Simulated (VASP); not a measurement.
# LiH (zincblende type) in VASP: notebook

Runs on LiH (zincblende type). Level: PBE. Tasks: single point, relaxation of cell and atoms.

Program: VASP 6.6.1. These are calculated values, not measurements. Logs are shortened: lines on timing, memory, paths and dates and some standing lists are left out, and cuts for length are marked.

**1. The cell of the first run**

It takes space group R3m (No. 160, trigonal). The conventional cell has a = 3.094 Å, b = 3.094 Å, c = 7.133 Å, α = 90.00°, β = 90.00°, γ = 120.00°. Li (site symmetry 3m) has 4 H at 1.78 to 1.88 Å within 2.4 Å. H (site symmetry 3m) has 4 Li at 1.78 to 1.88 Å within 2.4 Å.

**2. Single point, PBE (equal xy, yz and zx shear strains of -4 %)**

Input file INCAR:

```
SYSTEM = LiH
PREC = Accurate
ENCUT = 520
EDIFF = 1E-6
ISMEAR = -1
SIGMA = 0.05
LREAL = .False.
LASPH = .True.
NELM = 100
ALGO = Normal
ISIF = 2
LWAVE = .False.
LCHARG = .False.
GGA = PE
NBANDS = 9
```

Input file KPOINTS:

```
regular mesh
0
Gamma
  13 13 13
  0 0 0
```

Input file POSCAR:

```
LiH
1.0
   -0.0857940890      2.1019551797      2.1019551797
    2.1019551797     -0.0857940890      2.1019551797
    2.1019551797      2.1019551797     -0.0857940890
Li H
1 1
Direct
    0.0000000000      0.0000000000      0.0000000000
    0.2500000000      0.2500000000      0.2500000000
```

Potentials or basis: VASP PAW PBE potentials, release 64 (Li_sv, H).

Launch:

```
cat potpaw_PBE.64/Li_sv/POTCAR potpaw_PBE.64/H/POTCAR > POTCAR
mpirun -np 1 vasp_std > vasp.out
```

OUTCAR:

```text
SYSTEM = LiH
   PREC = Accurate
   ENCUT = 520
   EDIFF = 1E-6
   ISMEAR = -1
   LREAL = .False.
   LASPH = .True.
   NELM = 100
   ISIF = 2
   GGA = PE

 ion  position               nearest neighbor table
   1  0.000  0.000  0.000-
   2  0.250  0.250  0.250-

  LATTYP: Found a trigonal (rhomboedric) cell.
 ALAT       =     2.9738513380
 COS(alpha) =     0.4588014981

  Lattice vectors:

 A1 = (  -0.0857940890,   2.1019551797,   2.1019551797)
 A2 = (   2.1019551797,  -0.0857940890,   2.1019551797)
 A3 = (   2.1019551797,   2.1019551797,  -0.0857940890)

Analysis of symmetry for initial positions (statically):
=====================================================================
 Subroutine PRICEL returns:
 Original cell was already a primitive cell.

 Routine SETGRP: Setting up the symmetry group for a
 trigonal (rhombohedral) supercell.

 Subroutine GETGRP returns: Found  6 space group operations
 (whereof  6 operations were pure point group operations)
 out of a pool of 12 trial point group operations.

The static configuration has the point symmetry C_3v.

Analysis of symmetry for dynamics (positions and initial velocities):
=====================================================================
 Subroutine PRICEL returns:
 Original cell was already a primitive cell.

 Routine SETGRP: Setting up the symmetry group for a
 trigonal (rhombohedral) supercell.

 Subroutine GETGRP returns: Found  6 space group operations
 (whereof  6 operations were pure point group operations)
 out of a pool of 12 trial point group operations.

The dynamic configuration has the point symmetry C_3v.

 Subroutine INISYM returns: Found  6 space group operations
 (whereof  6 operations are pure point group operations),
 and found     1 'primitive' translations

----------------------------------------------------------------------------------------

                                     Primitive cell

  volume of cell :      19.7103

  direct lattice vectors                    reciprocal lattice vectors
    -0.085794089  2.101955180  2.101955180    -0.223784023  0.233306748  0.233306748
     2.101955180 -0.085794089  2.101955180     0.233306748 -0.223784023  0.233306748
     2.101955180  2.101955180 -0.085794089     0.233306748  0.233306748 -0.223784023

  length of vectors
     2.973851338  2.973851338  2.973851338     0.398677020  0.398677020  0.398677020

  position of ions in fractional coordinates (direct lattice)
     0.000000000  0.000000000  0.000000000
     0.250000000  0.250000000  0.250000000

  ion indices of the primitive-cell ions
   primitive index   ion index
                 1           1
                 2           2

----------------------------------------------------------------------------------------

 KPOINTS: regular mesh

Automatic generation of k-mesh.
 Grid dimensions read from file:
 generate k-points for:   13   13   13

 Generating k-lattice:

  Cartesian coordinates                     Fractional coordinates (reciprocal lattice)
    -0.017214156  0.017946673  0.017946673     0.076923077  0.000000000  0.000000000
     0.017946673 -0.017214156  0.017946673     0.000000000  0.076923077  0.000000000
     0.017946673  0.017946673 -0.017214156     0.000000000  0.000000000  0.076923077

  Length of vectors
     0.030667463  0.030667463  0.030667463

  Shift w.r.t. Gamma in fractional coordinates (k-lattice)
     0.000000000  0.000000000  0.000000000

 Subroutine IBZKPT returns following result:
 ===========================================

 Found    231 irreducible k-points:

 Following reciprocal coordinates:
            Coordinates               Weight
  0.000000  0.000000  0.000000      1.000000
  0.076923 -0.000000 -0.000000      6.000000
  0.153846  0.000000  0.000000      6.000000
  0.230769  0.000000  0.000000      6.000000
  0.307692  0.000000  0.000000      6.000000
  0.384615  0.000000 -0.000000      6.000000
[... 16 lines left out ...]
  0.384615  0.153846 -0.000000     12.000000
  0.461538  0.153846 -0.000000     12.000000
 [... further k-points ...]
   k-points           NKPTS =    231   k-points in BZ     NKDIM =    231   number of bands    NBANDS=      9
   number of dos      NEDOS =    301   number of ions     NIONS =      2
   total plane-waves  NPLWV =  13824
   dimension x,y,z NGX =    24 NGY =   24 NGZ =   24
   dimension x,y,z NGXF=    48 NGYF=   48 NGZF=   48
   ions per type =               1   1
   NGX,Y,Z   is equivalent  to a cutoff of  13.42, 13.42, 13.42 a.u.
   NGXF,Y,Z  is equivalent  to a cutoff of  26.83, 26.83, 26.83 a.u.
 SYSTEM =  LiH
   PREC   = accura    normal or accurate (medium, high low for compatibility)
   ISTART =      0    job   : 0-new  1-cont  2-samecut
   ICHARG =      2    charge: 1-file 2-atom 10-const
   ISPIN  =      1    spin polarized calculation?
   LNONCOLLINEAR =      F non collinear calculations
   LSORBIT =      F    spin-orbit coupling
   LASPH  =      T    aspherical Exc in radial PAW
   ENCUT  =  520.0 eV  38.22 Ry    6.18 a.u.   5.53  5.53  5.53*2*pi/ulx,y,z
   NELM   =    100;   NELMIN=  2; NELMDL= -5     # of ELM steps
   EDIFF  = 0.1E-05   stopping-criterion for ELM
   LREAL  =      F    real-space projection
   EDIFFG = 0.1E-04   stopping-criterion for IOM
   NSW    =      0    number of steps for IOM
   IBRION =     -1    ionic relax: 0-MD 1-quasi-New 2-CG
   NFREE  =      0    steps in history (QN), initial steepest desc. (CG)
   ISIF   =      2    stress and relaxation
   ISYM   =      2    0-nonsym 1-usesym 2-fastsym
   POTIM  = 0.5000    time-step for ionic-motion
   TEBEG  =    0.0;   TEEND  =   0.0 temperature during run
   PSTRESS=    0.0 pullay stress
   NELECT =       4.0000    total number of electrons
   NUPDOWN=      -1.0000    fix difference up-down
   EMIN   =  10.00;   EMAX   =-10.00  energy-range for DOS
   EFERMI =   0.00;   METHOD = LEGACY
   ISMEAR =    -1;   SIGMA  =   0.05  broadening in eV -4-tet -1-fermi 0-gaus
   EFERMI_NEDOS =   21; number of points for ismear=-14 and -15
   IALGO  =     38    algorithm
   IMIX   =      4    mixing-type and parameters
     AMIX     =   0.40;   BMIX     =  1.00
     AMIX_MAG =   1.60;   BMIX_MAG =  1.00
  volume/ion in A,a.u.               =       9.86        66.51
  Fermi-wavevector in a.u.,A,eV,Ry     =   0.962048  1.818008 12.592697  0.925537
  Thomas-Fermi vector in A             =   2.091473
   LORBIT       =      0    0 simple, 1 ext, 2 COOP (PROOUT), +10 PAW based schemes
   GGA     = PE    functional components
   LHFCALC =     F    Hartree Fock is set to
   AEXX    =    0.0000 exact exchange contribution
   IVDW    =     0    specifies the selected vdW correction
   LEPSILON=     F    determine dielectric tensor
   LRPA    =     F    only Hartree local field effects (RPA)
 non-spin polarized calculation
  energy-cutoff  :      520.00
  volume of cell :       19.71
 maximum number of plane-waves:       542
 NGX is ok and might be reduce to    24
   NGX = 11   NGY = 11   NGZ = 11

 number of electron       3.9999997 magnetization

 Free energy of the ion-electron system (eV)
  ---------------------------------------------------
  ext. energy  EPLUGINS =         0.00000000
  ---------------------------------------------------
  free energy    TOTEN  =        -6.01918648 eV

  energy without entropy =       -6.01918648  energy(sigma->0) =       -6.01918648

 E-fermi :  -0.6247     XC(G=0):  -7.6966

 val. band max:       -1.6610664012   @ k =  -0.3077   0.4615   0.2308
 cond. band min:       2.5251322446   @ k =  -0.4615   0.0769  -0.0000
 fundamental gap:      4.1861986458
 Fermi energy:        -0.6246945575

 k-point     1 :       0.0000    0.0000    0.0000
  band No.  band energies     occupation
      1     -45.0039      2.00000
      2      -5.3466      2.00000
      3      11.2654      0.00000
      4      15.2298      0.00000
      5      15.2298      0.00000
      6      16.6737      0.00000
      7      17.6277      0.00000
      8      17.6277      0.00000
      9      19.3162      0.00000

 k-point     2 :       0.0769   -0.0000   -0.0000
  band No.  band energies     occupation
      1     -45.0027      2.00000
      2      -5.2562      2.00000
      3      10.6672      0.00000
      4      14.3517      0.00000
      5      14.9079      0.00000
      6      16.2542      0.00000
      7      18.1272      0.00000
      8      19.1495      0.00000
      9      20.0442      0.00000

 k-point     3 :       0.1538    0.0000    0.0000
  band No.  band energies     occupation
      1     -44.9993      2.00000
      2      -4.9872      2.00000
      3       8.9925      0.00000
      4      13.8499      0.00000
      5      14.3595      0.00000
      6      15.6276      0.00000
      7      19.0356      0.00000
      8      20.2339      0.00000
      9      22.0085      0.00000

 k-point     4 :       0.2308    0.0000    0.0000
  band No.  band energies     occupation
      1     -44.9945      2.00000
      2      -4.5505      2.00000
      3       6.9687      0.00000
      4      13.7961      0.00000
      5      13.9107      0.00000
      6      15.1519      0.00000
      7      19.2026      0.00000
      8      20.0365      0.00000
      9      21.3995      0.00000
[... 205 lines left out ...]
 k-point    22 :       0.3077    0.1538    0.0000
  band No.  band energies     occupation
      1     -44.9889      2.00000
      2      -4.0457      2.00000
      3       6.4198      0.00000
      4      11.7799      0.00000
      5      12.4472      0.00000
      6      14.4207      0.00000
      7      17.1901      0.00000
      8      21.5805      0.00000
      9      22.8098      0.00000

 k-point    23 :       0.3846    0.1538   -0.0000
  band No.  band energies     occupation
      1     -44.9845      2.00000
      2      -3.4522      2.00000
      3       4.6990      0.00000
      4      11.5104      0.00000
      5      12.1206      0.00000
      6      14.2023      0.00000
      7      17.7287      0.00000
      8      21.4062      0.00000
      9      22.3974      0.00000

 k-point    24 :       0.4615    0.1538   -0.0000
  band No.  band energies     occupation
      1     -44.9813      2.00000
      2      -2.8648      2.00000
      3       3.3631      0.00000
      4      10.9845      0.00000
      5      12.0778      0.00000
      6      14.2975      0.00000
      7      18.5168      0.00000
      8      20.7509      0.00000
      9      22.5865      0.00000

 [... further k-points ...]
[... 5 lines left out ...]
  --------------------------------------------------------------------------------------
  -------------------------------------------------------------------------------------
  Total       -0.0052740     -0.0052740     -0.0052740      0.1912379      0.1912379      0.1912379
  in kB       -0.4287058     -0.4287058     -0.4287058     15.5450035     15.5450035     15.5450035
  external PRESSURE =      -0.4287058 kB  Pullay stress =       0.0000000 kB

 VOLUME and BASIS-vectors are now :
 -----------------------------------------------------------------------------
  energy-cutoff  :      520.00
  volume of cell :       19.71
      direct lattice vectors                 reciprocal lattice vectors
    -0.085794089  2.101955180  2.101955180    -0.223784023  0.233306748  0.233306748
     2.101955180 -0.085794089  2.101955180     0.233306748 -0.223784023  0.233306748
     2.101955180  2.101955180 -0.085794089     0.233306748  0.233306748 -0.223784023

 POSITION                                       TOTAL-FORCE (eV/Angst)
 -----------------------------------------------------------------------------------
      0.00000      0.00000      0.00000        -0.080719     -0.080719     -0.080719
      1.02953      1.02953      1.02953         0.080719      0.080719      0.080719
 -----------------------------------------------------------------------------------
    total drift:                                0.000020      0.000020      0.000020

  FREE ENERGIE OF THE ION-ELECTRON SYSTEM (eV)
  ---------------------------------------------------
  free  energy   TOTEN  =        -6.0191864813 eV

  energy  without entropy=       -6.0191864813  energy(sigma->0) =       -6.01918648
```

Run time: 14 s. Hardware: 1 thread of Intel Xeon Platinum 8488C (Sapphire Rapids), shared host; peak memory 0.15 GiB.

Results:

| Item | Value |
| --- | --- |
| Free energy | -6.0192 eV |
| Largest force | 0.140 eV/Å |
| Band gap on the k mesh | 4.19 eV, indirect (least direct gap 5.25 eV) |

Forces in eV/Å, atoms in the order of the input:
```
Li  -0.081 -0.081 -0.081
H    0.081  0.081  0.081
```

Levels at points of the mesh, in eV from the valence-band top:
```csv
k point,band 1,band 2,band 3,band 4,band 5,band 6,band 7
"(0.00, 0.00, 0.00)",-43.34,-3.69,12.93,16.89,16.89,18.33,19.29
```

Caveat: the cell differs from its parent crystal (equal xy, yz and zx shear strains of -4 %); the cutoff is under 1.25 times the usual one of these potentials, so pressure, stress and relaxed cells hold a basis-set (Pulay) error. A k mesh can miss the band edges.

**3. Single point, PBE (equal xy, yz and zx shear strains of +3 %)**

Input file INCAR:

```
SYSTEM = LiH
PREC     = Accurate       ! precision mode
ENCUT    = 520            ! plane-wave cutoff, eV
EDIFF    = 1E-6           ! SCF threshold, eV
ISMEAR   = -1             ! smearing method
SIGMA    = 0.05           ! smearing width, eV
LREAL    = .FALSE.        ! projectors in reciprocal space
LASPH    = .TRUE.         ! aspherical terms in the spheres
NELM     = 100            ! most SCF steps
ALGO     = Normal         ! electronic algorithm
ISIF     = 2              ! what is computed and relaxed
LWAVE    = .FALSE.        ! write WAVECAR
LCHARG   = .TRUE.         ! write CHGCAR
GGA      = PE             ! functional
LELF     = .TRUE.         ! ELF
LVHAR    = .TRUE.       
NBANDS   = 9              ! bands
```

Input file KPOINTS:

```
regular mesh
0
G
  13 13 13
  0 0 0
```

Input file POSCAR:

```
LiH
1.0
    0.0643455667      2.1770250075      2.1770250075
    2.1770250075      0.0643455667      2.1770250075
    2.1770250075      2.1770250075      0.0643455667
Li H
1 1
Direct
    0.0000000000      0.0000000000      0.0000000000
    0.2500000000      0.2500000000      0.2500000000
```

Potentials or basis: VASP PAW PBE potentials, release 64 (Li_sv, H).

Launch:

```
cat potpaw_PBE.64/Li_sv/POTCAR potpaw_PBE.64/H/POTCAR > POTCAR
mpirun -np 1 vasp_std > vasp.out
```

Run time: 14 s. Hardware: 1 thread of Intel Xeon Platinum 8488C (Sapphire Rapids), shared host; peak memory 0.16 GiB.

The run converged. Its results:

| Item | Value |
| --- | --- |
| Free energy | -6.0246 eV |
| Largest force | 0.071 eV/Å |
| Band gap on the k mesh | 4.05 eV, indirect (least direct gap 5.22 eV) |

Forces in eV/Å, atoms in the order of the input:
```
Li   0.041  0.041  0.041
H   -0.041 -0.041 -0.041
```

Levels at points of the mesh, in eV from the valence-band top:
| k point | band 1 | band 2 | band 3 | band 4 | band 5 |
| --- | --- | --- | --- | --- | --- |
| (0.00, 0.00, 0.00) | -43.33 | -3.68 | 12.97 | 16.83 | 17.62 |

Caveat: the cell differs from its parent crystal (equal xy, yz and zx shear strains of +3 %); the cutoff is under 1.25 times the usual one of these potentials, so pressure, stress and relaxed cells hold a basis-set (Pulay) error. A k mesh can miss the band edges.

**4. Relaxation of cell and atoms, PBE**

This run uses another cell than the first one, of 11.12 Å³/atom, 1.129 times its volume.

Input file INCAR:

```
PREC = Accurate
ENCUT = 600
EDIFF = 1E-6
ISMEAR = -1
SIGMA = 0.05
LREAL = False
LASPH = True
NELM = 60
ALGO = Normal
ISIF = 3
LWAVE = False
LCHARG = False
GGA = PE
IBRION = 2
NSW = 100
EDIFFG = -0.005
```

Input file KPOINTS:

```
Automatic mesh
0
Gamma
  13 13 13
```

Input file POSCAR:

```
LiH
1.0
    0.0000000000      2.2322827293      2.2322827293
    2.2322827293      0.0000000000      2.2322827293
    2.2322827293      2.2322827293      0.0000000000
Li H
1 1
Direct
    0.0000000000      0.0000000000      0.0000000000
    0.2500000000      0.2500000000      0.2500000000
```

Launch:

```
cat potpaw_PBE.64/Li_sv/POTCAR potpaw_PBE.64/H/POTCAR > POTCAR
mpirun -np 1 vasp_std > vasp.out
```

Wall time 20 s (1 thread of Intel Xeon Platinum 8488C (Sapphire Rapids), shared host); peak memory 0.15 GiB.

Results (log left out):

```yaml
Free_energy: -6.0338 eV
Relaxed_volume: 9.78 Å³/atom
Relaxed_cell: a = 3.024 Å, b = 3.024 Å, c = 3.024 Å, α = 60.00°, β = 60.00°, γ = 60.00°
Space_group_after_relaxing_to_0.05_Å: F-43m (No. 216)
Energy_gained_by_relaxing: 13.0 meV/atom
Ionic_steps: 4
Pressure_after_relaxing: 0.0 GPa
Band_gap_on_the_k_mesh: 4.34 eV, indirect (least direct gap 5.31 eV)
```

Step by step:
```
step  energy change (eV)  largest force (eV/Å)  pressure (GPa)  volume (Å³)
   1              0.0000                0.0000           -2.84        22.25
   2             -0.0101                0.0000           -2.30        21.62
   3             -0.0251                0.0000           -0.59        20.03
   4             -0.0260                0.0000            0.01        19.55
```

Final structure:
```
Li H
1.0
     0.00000    2.13832    2.13832
     2.13832    0.00000    2.13832
     2.13832    2.13832    0.00000
Li H
1 1
Direct
  0.00000 0.00000 0.00000
  0.25000 0.25000 0.25000
```

Levels at points of the mesh, in eV from the valence-band top:
| k point | band 1 | band 2 | band 3 | band 4 | band 5 |
| --- | --- | --- | --- | --- | --- |
| (0.00, 0.00, 0.00) | -43.28 | -3.68 | 13.20 | 17.41 | 17.41 |

Caveat: the cutoff is under 1.25 times the usual one of these potentials, so pressure, stress and relaxed cells hold a basis-set (Pulay) error.

**5. The runs side by side**

```csv
task,cell,cutoff (eV),gap on the mesh (eV),largest force (eV/Å)
single point,"a = 2.974 Å, angles 62.7°, 2 atoms",520,4.19,0.14
single point,"a = 3.079 Å, angles 58.0°, 2 atoms",520,4.05,0.07
relaxation of cell and atoms,"relaxed from a = 3.157 Å, angles 60.0°, 2 atoms",600,4.34,-
```

Alike in all rows: level PBE; potentials or basis VASP PAW PBE potentials, release 64 (Li_sv, H); no spin polarisation; k mesh 13 × 13 × 13; smearing fermi-dirac 0.05 eV.

Caveats: the cutoff is under 1.25 times the usual one of these potentials, so pressure, stress and relaxed cells hold a basis-set (Pulay) error.

Absolute energies hang on the potentials; compare differences alone.
